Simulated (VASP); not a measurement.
# KTaO3 (Pm-3m) in VASP: single point with PBE

Aim: the single point of KTaO3 with PBE.

All numbers are computed with VASP 6.6.1; they aren't measurements. Logs are shortened: lines on timing, memory, paths and dates and some standing lists are left out, and cuts for length are marked.

### Step 1. The cell of the first run

Symmetry: Pm-3m, No. 221, cubic system. Conventional cell: a = 4.024 Å, b = 4.024 Å, c = 4.024 Å, α = 90.00°, β = 90.00°, γ = 90.00°. Within 3.7 Å of K (site symmetry m-3m) lie 12 O at 2.85 Å and 8 Ta at 3.49 Å. Ta (site symmetry m-3m) has 6 O at 2.01 Å within 2.7 Å. O (site symmetry 4/mmm) has 2 Ta at 2.01 Å within 2.7 Å.

### Step 2. Single point, PBE, non-collinear spin, zero start, spin-orbit coupling

Input file INCAR:

```
SYSTEM = KTaO3
  ALGO = Normal
  EDIFF = 1E-6
  ENCUT = 600
  GGA = PE
  GGA_COMPAT = .FALSE.
  ISIF = 2
  ISMEAR = 0
  LASPH = .TRUE.
  LCHARG = .FALSE.
  LMAXMIX = 4
  LORBIT = 11
  LORBMOM = .TRUE.
  LREAL = .FALSE.
  LSORBIT = .TRUE.
  LWAVE = .FALSE.
  MAGMOM = 0 0 0 0 0 0 0 0 0 0 0 0 0 0 0
  NBANDS = 53
  NELM = 200
  PREC = Accurate
  SIGMA = 0.02
```

Input file KPOINTS:

```
k-points
0
G
  8 8 8
  0 0 0
```

Input file POSCAR:

```
KTaO3
1.0
    4.0243719452      0.0000000000      0.0000000000
    0.0000000000      4.0243719452      0.0000000000
    0.0000000000      0.0000000000      4.0243719452
K Ta O
1 1 3
Direct
    0.0000000000      0.0000000000      0.0000000000
    0.5000000000      0.5000000000      0.5000000000
    0.5000000000      0.5000000000      0.0000000000
    0.5000000000      0.0000000000      0.5000000000
    0.0000000000      0.5000000000      0.5000000000
```

Potentials or basis: VASP PAW PBE potentials, release 64 (K_sv, Ta_pv, O).

Launch:

```bash
$ cat potpaw_PBE.64/K_sv/POTCAR potpaw_PBE.64/Ta_pv/POTCAR potpaw_PBE.64/O/POTCAR > POTCAR
$ mpirun -np 1 vasp_ncl > vasp.out
```

OUTCAR:

```text
SYSTEM = KTaO3
   EDIFF = 1E-6
   ENCUT = 600
   GGA = PE
   ISIF = 2
   ISMEAR = 0
   LASPH = .TRUE.
   LORBIT = 11
   LREAL = .FALSE.
   LSORBIT = .TRUE.
   NELM = 200
   PREC = Accurate

 ion  position               nearest neighbor table
   1  0.000  0.000  0.000-   3 2.85   4 2.85   5 2.85   4 2.85   5 2.85   3 2.85   5 2.85   5 2.85
                             3 2.85   4 2.85   4 2.85   3 2.85   2 3.49   2 3.49   2 3.49   2 3.49
   2  0.500  0.500  0.500-   3 2.01   4 2.01   5 2.01   3 2.01   4 2.01   5 2.01   1 3.49   1 3.49
                             1 3.49   1 3.49   1 3.49   1 3.49   1 3.49   1 3.49
   3  0.500  0.500  0.000-   2 2.01   2 2.01   1 2.85   1 2.85   1 2.85   1 2.85
   4  0.500  0.000  0.500-   2 2.01   2 2.01   1 2.85   1 2.85   1 2.85   1 2.85
   5  0.000  0.500  0.500-   2 2.01   2 2.01   1 2.85   1 2.85   1 2.85   1 2.85

  LATTYP: Found a simple cubic cell.
 ALAT       =     4.0243719452

  Lattice vectors:

 A1 = (   4.0243719452,   0.0000000000,   0.0000000000)
 A2 = (   0.0000000000,   4.0243719452,   0.0000000000)
 A3 = (   0.0000000000,   0.0000000000,   4.0243719452)

Analysis of symmetry for initial positions (statically):
=====================================================================
 Subroutine PRICEL returns:
 Original cell was already a primitive cell.

 Routine SETGRP: Setting up the symmetry group for a
 simple cubic supercell.

 Subroutine GETGRP returns: Found 48 space group operations
 (whereof 48 operations were pure point group operations)
 out of a pool of 48 trial point group operations.

The static configuration has the point symmetry O_h .

Analysis of symmetry for dynamics (positions and initial velocities):
=====================================================================
 Subroutine PRICEL returns:
 Original cell was already a primitive cell.

 Routine SETGRP: Setting up the symmetry group for a
 simple cubic supercell.

 Subroutine GETGRP returns: Found 48 space group operations
 (whereof 48 operations were pure point group operations)
 out of a pool of 48 trial point group operations.

The dynamic configuration has the point symmetry O_h .

Analysis of structural, dynamic, and magnetic symmetry:
=====================================================================
 Subroutine PRICEL returns:
 Original cell was already a primitive cell.

 Routine SETGRP: Setting up the symmetry group for a
 simple cubic supercell.

 Subroutine GETGRP returns: Found 48 space group operations
 (whereof 48 operations were pure point group operations)
 out of a pool of 48 trial point group operations.

The overall configuration has the point symmetry O_h .

 Subroutine INISYM returns: Found 48 space group operations
 (whereof 48 operations are pure point group operations),
 and found     1 'primitive' translations

----------------------------------------------------------------------------------------

                                     Primitive cell

  volume of cell :      65.1770

  direct lattice vectors                    reciprocal lattice vectors
     4.024371945  0.000000000  0.000000000     0.248485978  0.000000000  0.000000000
     0.000000000  4.024371945  0.000000000     0.000000000  0.248485978  0.000000000
     0.000000000  0.000000000  4.024371945     0.000000000  0.000000000  0.248485978

  length of vectors
     4.024371945  4.024371945  4.024371945     0.248485978  0.248485978  0.248485978

  position of ions in fractional coordinates (direct lattice)
     0.000000000  0.000000000  0.000000000
     0.500000000  0.500000000  0.500000000
     0.500000000  0.500000000  0.000000000
     0.500000000  0.000000000  0.500000000
     0.000000000  0.500000000  0.500000000

  ion indices of the primitive-cell ions
   primitive index   ion index
                 1           1
                 2           2
                 3           3
                 4           4
                 5           5

----------------------------------------------------------------------------------------
[... 127 lines left out ...]
 fundamental gap:      1.9461903998
 Fermi energy:         1.7603660673

 k-point     1 :       0.0000    0.0000    0.0000
  band No.  band energies     occupation
      1     -37.9370      1.00000
      2     -37.9370      1.00000
      3     -30.1819      1.00000
      4     -30.1819      1.00000
      5     -30.1819      1.00000
      6     -30.1819      1.00000
[... 1261 lines left out ...]
     49      11.7664      0.00000
     50      11.7664      0.00000

 [... further k-points ...]

 [bands above 50 left out]

------------------------ aborting loop because EDIFF is reached ----------------------------------------

  FORCE on cell =-STRESS in cart. coord.  units (eV):
  Direction    XX          YY          ZZ          XY          YZ          ZX
  --------------------------------------------------------------------------------------
  -------------------------------------------------------------------------------------
  Total        0.2504138      0.2504138      0.2504138      0.0000000     -0.0000000      0.0000000
  in kB        6.1556595      6.1556595      6.1556595      0.0000000     -0.0000000      0.0000000
  external PRESSURE =       6.1556595 kB  Pullay stress =       0.0000000 kB

 VOLUME and BASIS-vectors are now :
 -----------------------------------------------------------------------------
  energy-cutoff  :      600.00
  volume of cell :       65.18
      direct lattice vectors                 reciprocal lattice vectors
     4.024371945  0.000000000  0.000000000     0.248485978  0.000000000  0.000000000
     0.000000000  4.024371945  0.000000000     0.000000000  0.248485978  0.000000000
     0.000000000  0.000000000  4.024371945     0.000000000  0.000000000  0.248485978

 POSITION                                       TOTAL-FORCE (eV/Angst)
 -----------------------------------------------------------------------------------
      0.00000      0.00000      0.00000         0.000000      0.000000      0.000000
      2.01219      2.01219      2.01219         0.000000      0.000000      0.000000
      2.01219      2.01219      0.00000         0.000000      0.000000      0.000000
      2.01219      0.00000      2.01219         0.000000      0.000000      0.000000
      0.00000      2.01219      2.01219         0.000000      0.000000      0.000000
 -----------------------------------------------------------------------------------
    total drift:                                0.000000     -0.000000     -0.000000

  FREE ENERGIE OF THE ION-ELECTRON SYSTEM (eV)
  ---------------------------------------------------
  free  energy   TOTEN  =       -41.6840596763 eV

  energy  without entropy=      -41.6840596763  energy(sigma->0) =      -41.68405968

 orbital moment (x)

 # of ion     p       d       tot
 ----------------------------------------
  1         0.000  -0.000  -0.000
  2         0.000   0.000   0.000
  3        -0.000   0.000  -0.000
  4         0.000   0.000   0.000
  5         0.000   0.000   0.000
 ----------------------------------------
            0.000   0.000   0.000

 orbital moment (y)

 # of ion     p       d       tot
 ----------------------------------------
  1         0.000   0.000   0.000
  2         0.000   0.000   0.000
  3         0.000   0.000   0.000
  4         0.000   0.000   0.000
  5         0.000   0.000   0.000
 ----------------------------------------
            0.000   0.000   0.000

 orbital moment (z)

 # of ion     p       d       tot
 ----------------------------------------
  1         0.000  -0.000  -0.000
  2         0.000   0.000   0.000
  3         0.000   0.000   0.000
  4         0.000   0.000   0.000
  5         0.000   0.000   0.000
 ----------------------------------------
            0.000  -0.000   0.000

 Spin-Orbit-Coupling matrix elements

 Ion:    1  E_soc:     -0.0079816
 l=   1
     0.0000000    -0.0013300    -0.0013300
    -0.0013300     0.0000000    -0.0013300
    -0.0013300    -0.0013300     0.0000000
 l=   2
     0.0000000    -0.0000000     0.0000000    -0.0000000    -0.0000003
    -0.0000000     0.0000000    -0.0000002    -0.0000000    -0.0000001
     0.0000000    -0.0000002     0.0000000    -0.0000002     0.0000000
    -0.0000000    -0.0000000    -0.0000002     0.0000000    -0.0000001
    -0.0000003    -0.0000001     0.0000000    -0.0000001     0.0000000
 l=   3
     0.0000000     0.0000000     0.0000000     0.0000000     0.0000000     0.0000000     0.0000000
     0.0000000     0.0000000     0.0000000     0.0000000     0.0000000     0.0000000     0.0000000
     0.0000000     0.0000000     0.0000000     0.0000000     0.0000000     0.0000000     0.0000000
     0.0000000     0.0000000     0.0000000     0.0000000     0.0000000     0.0000000     0.0000000
[... 69 lines left out ...]
 l=   2
     0.0000000     0.0000000     0.0000000     0.0000000     0.0000000
     0.0000000     0.0000000     0.0000000     0.0000000     0.0000000
     0.0000000     0.0000000     0.0000000     0.0000000     0.0000000
     0.0000000     0.0000000     0.0000000     0.0000000     0.0000000
     0.0000000     0.0000000     0.0000000     0.0000000     0.0000000
 l=   3
     0.0000000     0.0000000     0.0000000     0.0000000     0.0000000     0.0000000     0.0000000
     0.0000000     0.0000000     0.0000000     0.0000000     0.0000000     0.0000000     0.0000000
     0.0000000     0.0000000     0.0000000     0.0000000     0.0000000     0.0000000     0.0000000
     0.0000000     0.0000000     0.0000000     0.0000000     0.0000000     0.0000000     0.0000000
     0.0000000     0.0000000     0.0000000     0.0000000     0.0000000     0.0000000     0.0000000
     0.0000000     0.0000000     0.0000000     0.0000000     0.0000000     0.0000000     0.0000000
     0.0000000     0.0000000     0.0000000     0.0000000     0.0000000     0.0000000     0.0000000

 total charge

# of ion       s       p       d       tot
------------------------------------------
    1        1.961   5.605   0.045   7.611
    2        0.338   6.335   2.026   8.699
    3        1.558   3.507   0.000   5.065
    4        1.558   3.507   0.000   5.065
    5        1.558   3.507   0.000   5.065
--------------------------------------------------
tot          6.973  22.463   2.071  31.506

 magnetization (x)

# of ion       s       p       d       tot
------------------------------------------
    1        0.000  -0.000  -0.000   0.000
    2        0.000   0.000   0.000   0.000
    3        0.000   0.000   0.000   0.000
    4        0.000   0.000   0.000   0.000
    5       -0.000  -0.000   0.000  -0.000
--------------------------------------------------
tot          0.000   0.000  -0.000   0.000

 magnetization (y)

# of ion       s       p       d       tot
------------------------------------------
    1        0.000   0.000  -0.000   0.000
    2        0.000   0.000   0.000   0.000
    3       -0.000   0.000   0.000   0.000
    4       -0.000   0.000   0.000   0.000
    5       -0.000  -0.000   0.000  -0.000
--------------------------------------------------
tot          0.000  -0.000   0.000   0.000

 magnetization (z)

# of ion       s       p       d       tot
------------------------------------------
    1        0.000   0.000   0.000   0.000
    2        0.000   0.000  -0.000   0.000
    3        0.000  -0.000   0.000  -0.000
    4        0.000   0.000   0.000   0.000
    5        0.000  -0.000   0.000  -0.000
--------------------------------------------------
tot          0.000  -0.000  -0.000   0.000
```

Run time: 6.9 min. Hardware: 1 thread of Intel Xeon 8259CL, shared host; peak memory 0.45 GiB.

Results:

```yaml
Free_energy: -41.6841 eV
Pressure: 0.6 GPa
Net_moment: 0.00 μB per cell
Valence_electrons_inside_the_program's_atomic_spheres: K 7.61; Ta 8.70; O 5.07
```

Moments on the atoms (μB; x, y, z):
```
K   0.00 0.00 0.00
Ta  0.00 0.00 0.00
O   0.00 0.00 0.00
O   0.00 0.00 0.00
O   0.00 0.00 0.00
```
